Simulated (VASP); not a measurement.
# CO2 (Pa-3) in VASP: single point with r2SCAN+D3(BJ)

Aim: the single point of CO2 with r2SCAN+D3(BJ).

Program: VASP 6.6.1. These are calculated values, not measurements. Logs are shortened: lines on timing, memory, paths and dates and some standing lists are left out, and cuts for length are marked.

**1. The cell of the first run**

It takes space group Pa-3 (No. 205, cubic). Conventional cell: a = 5.673 Å, b = 5.673 Å, c = 5.673 Å, α = 90.00°, β = 90.00°, γ = 90.00°. Within 1.6 Å of C (site symmetry -3) lie 2 O at 1.16 Å. Within 1.6 Å of O (site symmetry 3) lie 1 C at 1.16 Å.

**2. Single point, r2SCAN+D3(BJ) (volume scaled by 1.10, then relaxed in part)**

File POSCAR:

```
CO2
1.0
    5.6725922111      0.0000000000      0.0000000000
    0.0000000000      5.6725922111      0.0000000000
    0.0000000000      0.0000000000      5.6725922111
C O
4 8
Direct
    0.0000000000      0.0000000000      0.0000000000
    0.5000000000      0.0000000000      0.5000000000
    0.5000000000      0.5000000000      0.0000000000
    0.0000000000      0.5000000000      0.5000000000
    0.1181097377      0.1181097377      0.1181097377
    0.3818902623      0.8818902623      0.6181097377
    0.6181097377      0.3818902623      0.8818902623
    0.8818902623      0.6181097377      0.3818902623
    0.8818902623      0.8818902623      0.8818902623
    0.6181097377      0.1181097377      0.3818902623
    0.3818902623      0.6181097377      0.1181097377
    0.1181097377      0.3818902623      0.6181097377
```

File INCAR.step1:

```
SYSTEM = CO2
  ALGO = Normal
  EDIFF = 1E-4
  ENCUT = 520
  GGA = PE
  ISMEAR = 0
  LASPH = .TRUE.
  LCHARG = .FALSE.
  LREAL = .FALSE.
  LWAVE = .TRUE.
  NBANDS = 44
  NELM = 80
  PREC = Accurate
  SIGMA = 0.02
```

File INCAR.step2:

```
SYSTEM = CO2
  ALGO = Normal
  EDIFF = 1E-6
  ENCUT = 520
  ISIF = 2
  ISMEAR = 0
  ISTART = 1
  IVDW = 12
  LASPH = .TRUE.
  LCHARG = .FALSE.
  LMIXTAU = .TRUE.
  LREAL = .FALSE.
  LWAVE = .FALSE.
  METAGGA = R2SCAN
  NBANDS = 44
  NELM = 80
  PREC = Accurate
  SIGMA = 0.02
  VDW_A1 = 0.49484001
  VDW_A2 = 5.73083694
  VDW_S6 = 1.0
  VDW_S8 = 0.78981345
```

File KPOINTS:

```
k-points
0
G
  4 4 4
  0 0 0
```

Potentials or basis: VASP PAW PBE potentials, release 64 (C, O).

Run with:

```bash
$ cat potpaw_PBE.64/C/POTCAR potpaw_PBE.64/O/POTCAR > POTCAR
$ cp INCAR.step1 INCAR
$ mpirun -np 1 vasp_std > vasp.out
$ cp INCAR.step2 INCAR
$ mpirun -np 1 vasp_std > vasp.out
```

OUTCAR:

```text
SYSTEM = CO2
   EDIFF = 1E-6
   ENCUT = 520
   ISIF = 2
   ISMEAR = 0
   ISTART = 1
   IVDW = 12
   LASPH = .TRUE.
   LREAL = .FALSE.
   METAGGA = R2SCAN
   NELM = 80
   PREC = Accurate
 IVDW          = 12

 ion  position               nearest neighbor table
   1  0.000  0.000  0.000-   5 1.16   9 1.16
   2  0.500  0.000  0.500-   6 1.16  10 1.16
   3  0.500  0.500  0.000-   7 1.16  11 1.16
   4  0.000  0.500  0.500-   8 1.16  12 1.16
   5  0.118  0.118  0.118-   1 1.16
   6  0.382  0.882  0.618-   2 1.16
   7  0.618  0.382  0.882-   3 1.16
   8  0.882  0.618  0.382-   4 1.16
   9  0.882  0.882  0.882-   1 1.16
  10  0.618  0.118  0.382-   2 1.16
  11  0.382  0.618  0.118-   3 1.16
  12  0.118  0.382  0.618-   4 1.16

  LATTYP: Found a simple cubic cell.
 ALAT       =     5.6725922111

  Lattice vectors:

 A1 = (   5.6725922111,   0.0000000000,   0.0000000000)
 A2 = (   0.0000000000,   5.6725922111,   0.0000000000)
 A3 = (   0.0000000000,   0.0000000000,   5.6725922111)

Analysis of symmetry for initial positions (statically):
=====================================================================
 Subroutine PRICEL returns:
 Original cell was already a primitive cell.

 Routine SETGRP: Setting up the symmetry group for a
 simple cubic supercell.

 Subroutine GETGRP returns: Found 24 space group operations
 (whereof  6 operations were pure point group operations)
 out of a pool of 48 trial point group operations.

The static configuration has the point symmetry S_6 .
 The point group associated with its full space group is T_h .

Analysis of symmetry for dynamics (positions and initial velocities):
=====================================================================
 Subroutine PRICEL returns:
 Original cell was already a primitive cell.

 Routine SETGRP: Setting up the symmetry group for a
 simple cubic supercell.

 Subroutine GETGRP returns: Found 24 space group operations
 (whereof  6 operations were pure point group operations)
 out of a pool of 48 trial point group operations.

The dynamic configuration has the point symmetry S_6 .
 The point group associated with its full space group is T_h .

 Subroutine INISYM returns: Found 24 space group operations
 (whereof  6 operations are pure point group operations),
 and found     1 'primitive' translations

----------------------------------------------------------------------------------------

                                     Primitive cell

  volume of cell :     182.5344

  direct lattice vectors                    reciprocal lattice vectors
     5.672592211  0.000000000  0.000000000     0.176286248  0.000000000  0.000000000
     0.000000000  5.672592211  0.000000000     0.000000000  0.176286248  0.000000000
     0.000000000  0.000000000  5.672592211     0.000000000  0.000000000  0.176286248

  length of vectors
     5.672592211  5.672592211  5.672592211     0.176286248  0.176286248  0.176286248

  position of ions in fractional coordinates (direct lattice)
     0.000000000  0.000000000  0.000000000
     0.500000000  0.000000000  0.500000000
     0.500000000  0.500000000  0.000000000
     0.000000000  0.500000000  0.500000000
     0.118109738  0.118109738  0.118109738
     0.381890262  0.881890262  0.618109738
     0.618109738  0.381890262  0.881890262
     0.881890262  0.618109738  0.381890262
     0.881890262  0.881890262  0.881890262
     0.618109738  0.118109738  0.381890262
     0.381890262  0.618109738  0.118109738
     0.118109738  0.381890262  0.618109738

  ion indices of the primitive-cell ions
   primitive index   ion index
                 1           1
                 2           2
                 3           3
                 4           4
                 5           5
                 6           6
                 7           7
                 8           8
                 9           9
                10          10
                11          11
                12          12

----------------------------------------------------------------------------------------

 KPOINTS: k-points

Automatic generation of k-mesh.
 Grid dimensions read from file:
 generate k-points for:    4    4    4

 Generating k-lattice:

  Cartesian coordinates                     Fractional coordinates (reciprocal lattice)
     0.044071562  0.000000000  0.000000000     0.250000000  0.000000000  0.000000000
     0.000000000  0.044071562  0.000000000     0.000000000  0.250000000  0.000000000
     0.000000000  0.000000000  0.044071562     0.000000000  0.000000000  0.250000000

  Length of vectors
     0.044071562  0.044071562  0.044071562

  Shift w.r.t. Gamma in fractional coordinates (k-lattice)
     0.000000000  0.000000000  0.000000000

 Subroutine IBZKPT returns following result:
 ===========================================

 Found     11 irreducible k-points:

 Following reciprocal coordinates:
            Coordinates               Weight
  0.000000  0.000000  0.000000      1.000000
  0.250000  0.000000  0.000000      6.000000
  0.500000  0.000000  0.000000      3.000000
  0.250000  0.250000  0.000000     12.000000
  0.500000  0.250000  0.000000      6.000000
 -0.250000  0.500000  0.000000      6.000000
  0.500000  0.500000  0.000000      3.000000
  0.250000  0.250000  0.250000      8.000000
  0.500000  0.250000  0.250000     12.000000
  0.500000  0.500000  0.250000      6.000000
  0.500000  0.500000  0.500000      1.000000
   k-points           NKPTS =     11   k-points in BZ     NKDIM =     11   number of bands    NBANDS=     44
   number of dos      NEDOS =    301   number of ions     NIONS =     12
   total plane-waves  NPLWV =  74088
   dimension x,y,z NGX =    42 NGY =   42 NGZ =   42
   dimension x,y,z NGXF=    84 NGYF=   84 NGZF=   84
   ions per type =               4   8
   NGX,Y,Z   is equivalent  to a cutoff of  12.31, 12.31, 12.31 a.u.
   NGXF,Y,Z  is equivalent  to a cutoff of  24.62, 24.62, 24.62 a.u.
 SYSTEM =  CO2
   PREC   = accura    normal or accurate (medium, high low for compatibility)
   ISTART =      1    job   : 0-new  1-cont  2-samecut
   ICHARG =      0    charge: 1-file 2-atom 10-const
   ISPIN  =      1    spin polarized calculation?
   LNONCOLLINEAR =      F non collinear calculations
   LSORBIT =      F    spin-orbit coupling
   LASPH  =      T    aspherical Exc in radial PAW
   ENCUT  =  520.0 eV  38.22 Ry    6.18 a.u.  10.55 10.55 10.55*2*pi/ulx,y,z
   NELM   =     80;   NELMIN=  2; NELMDL=  0     # of ELM steps
   EDIFF  = 0.1E-05   stopping-criterion for ELM
   LREAL  =      F    real-space projection
   EDIFFG = 0.1E-04   stopping-criterion for IOM
   NSW    =      0    number of steps for IOM
   IBRION =     -1    ionic relax: 0-MD 1-quasi-New 2-CG
   NFREE  =      0    steps in history (QN), initial steepest desc. (CG)
   ISIF   =      2    stress and relaxation
   ISYM   =      2    0-nonsym 1-usesym 2-fastsym
   POTIM  = 0.5000    time-step for ionic-motion
   TEBEG  =    0.0;   TEEND  =   0.0 temperature during run
   PSTRESS=    0.0 pullay stress
   NELECT =      64.0000    total number of electrons
   NUPDOWN=      -1.0000    fix difference up-down
   EMIN   =  10.00;   EMAX   =-10.00  energy-range for DOS
   EFERMI =   0.00;   METHOD = LEGACY
   ISMEAR =     0;   SIGMA  =   0.02  broadening in eV -4-tet -1-fermi 0-gaus
   EFERMI_NEDOS =   21; number of points for ismear=-14 and -15
   IALGO  =     38    algorithm
   IMIX   =      4    mixing-type and parameters
     AMIX     =   0.40;   BMIX     =  1.00
     AMIX_MAG =   1.60;   BMIX_MAG =  1.00
  volume/ion in A,a.u.               =      15.21       102.65
  Fermi-wavevector in a.u.,A,eV,Ry     =   1.154392  2.181484 18.131404  1.332621
  Thomas-Fermi vector in A             =   2.291029
   LORBIT       =      0    0 simple, 1 ext, 2 COOP (PROOUT), +10 PAW based schemes
   METAGGA = R2SCAN    functional components
   LHFCALC =     F    Hartree Fock is set to
   AEXX    =    0.0000 exact exchange contribution
   IVDW    =    12    specifies the selected vdW correction
   LEPSILON=     F    determine dielectric tensor
   LRPA    =     F    only Hartree local field effects (RPA)
 non-spin polarized calculation
 Gauss-broadening in eV      SIGMA  =   0.02
  energy-cutoff  :      520.00
  volume of cell :      182.53
 maximum number of plane-waves:      4945
   NGX = 21   NGY = 21   NGZ = 21

 number of electron      63.9999950 magnetization

 Free energy of the ion-electron system (eV)
  ---------------------------------------------------
  ext. energy  EPLUGINS =         0.00000000
  ---------------------------------------------------
  free energy    TOTEN  =      -103.03376336 eV

  energy without entropy =     -103.03376336  energy(sigma->0) =     -103.03376336

 E-fermi :  -4.1565     XC(G=0):  -8.1051

 val. band max:       -4.3213754490   @ k =   0.0000   0.0000   0.0000
 cond. band min:       3.1367395643   @ k =   0.0000   0.0000   0.0000
 fundamental gap:      7.4581150134
 Fermi energy:        -4.1564525570

 k-point     1 :       0.0000    0.0000    0.0000
  band No.  band energies     occupation
      1     -26.1189      2.00000
      2     -25.9396      2.00000
      3     -25.9396      2.00000
      4     -25.9396      2.00000
      5     -24.9218      2.00000
      6     -24.9218      2.00000
[... 36 lines left out ...]
     43       7.2981      0.00000
     44       7.2981      0.00000

 k-point     2 :       0.2500    0.0000    0.0000
  band No.  band energies     occupation
      1     -26.0937      2.00000
      2     -25.9674      2.00000
      3     -25.9396      2.00000
      4     -25.9395      2.00000
      5     -24.9207      2.00000
      6     -24.9205      2.00000
[... 415 lines left out ...]
 k-point    11 :       0.5000    0.5000    0.5000
  band No.  band energies     occupation
      1     -25.9838      2.00000
      2     -25.9838      2.00000
      3     -25.9838      2.00000
      4     -25.9838      2.00000
      5     -24.9111      2.00000
      6     -24.9111      2.00000
[... 36 lines left out ...]
     43       6.1049      0.00000
     44       6.1049      0.00000

------------------------ aborting loop because EDIFF is reached ----------------------------------------

 Edisp (eV)   -0.40681

 E8    (eV) :    -0.0762

  FORCE on cell =-STRESS in cart. coord.  units (eV):
  Direction    XX          YY          ZZ          XY          YZ          ZX
  --------------------------------------------------------------------------------------
  -------------------------------------------------------------------------------------
  Total       1.26621     1.26621     1.26621    -0.00000     0.00000     0.00000
  in kB      11.11402    11.11402    11.11402    -0.00000     0.00000     0.00000
  external pressure =       11.11 kB  Pullay stress =        0.00 kB

 VOLUME and BASIS-vectors are now :
 -----------------------------------------------------------------------------
  energy-cutoff  :      520.00
  volume of cell :      182.53
      direct lattice vectors                 reciprocal lattice vectors
     5.672592211  0.000000000  0.000000000     0.176286248  0.000000000  0.000000000
     0.000000000  5.672592211  0.000000000     0.000000000  0.176286248  0.000000000
     0.000000000  0.000000000  5.672592211     0.000000000  0.000000000  0.176286248

 POSITION                                       TOTAL-FORCE (eV/Angst)
 -----------------------------------------------------------------------------------
      0.00000      0.00000      0.00000        -0.000000     -0.000000     -0.000000
      2.83630      0.00000      2.83630        -0.000000     -0.000000     -0.000000
      2.83630      2.83630      0.00000        -0.000000     -0.000000     -0.000000
      0.00000      2.83630      2.83630        -0.000000     -0.000000     -0.000000
      0.66999      0.66999      0.66999         0.456590      0.456590      0.456590
      2.16631      5.00260      3.50628        -0.456590     -0.456590      0.456590
      3.50628      2.16631      5.00260         0.456590     -0.456590     -0.456590
      5.00260      3.50628      2.16631        -0.456590      0.456590     -0.456590
      5.00260      5.00260      5.00260        -0.456590     -0.456590     -0.456590
      3.50628      0.66999      2.16631         0.456590      0.456590     -0.456590
      2.16631      3.50628      0.66999        -0.456590      0.456590      0.456590
      0.66999      2.16631      3.50628         0.456590     -0.456590      0.456590
 -----------------------------------------------------------------------------------
    total drift:                                0.000000     -0.000000     -0.000000

  FREE ENERGIE OF THE ION-ELECTRON SYSTEM (eV)
  ---------------------------------------------------
  free  energy   TOTEN  =      -103.4405734477 eV

  energy  without entropy=     -103.4405734477  energy(sigma->0) =     -103.44057345
```

Wall time 10 min (1 thread of Intel Xeon 6975P-C, shared host); peak memory 0.31 GiB.

What came out:

| Property | Result |
| --- | --- |
| Free energy | -103.4406 eV |
| Pressure | 1.1 GPa |
| Largest force | 0.791 eV/Å |
| Band gap on the k mesh | 7.46 eV, direct |
| Dispersion energy per atom | -0.034 eV |

Forces in eV/Å, atoms in the order of the input:
```
C    0.000  0.000  0.000
C    0.000  0.000  0.000
C    0.000  0.000  0.000
C    0.000  0.000  0.000
O    0.457  0.457  0.457
O   -0.457 -0.457  0.457
O    0.457 -0.457 -0.457
O   -0.457  0.457 -0.457
O   -0.457 -0.457 -0.457
O    0.457  0.457 -0.457
O   -0.457  0.457  0.457
O    0.457 -0.457  0.457
```

Caveat: the PAW data sets were made with another functional, which shifts forces and pressure a little. A k mesh can miss the band edges.
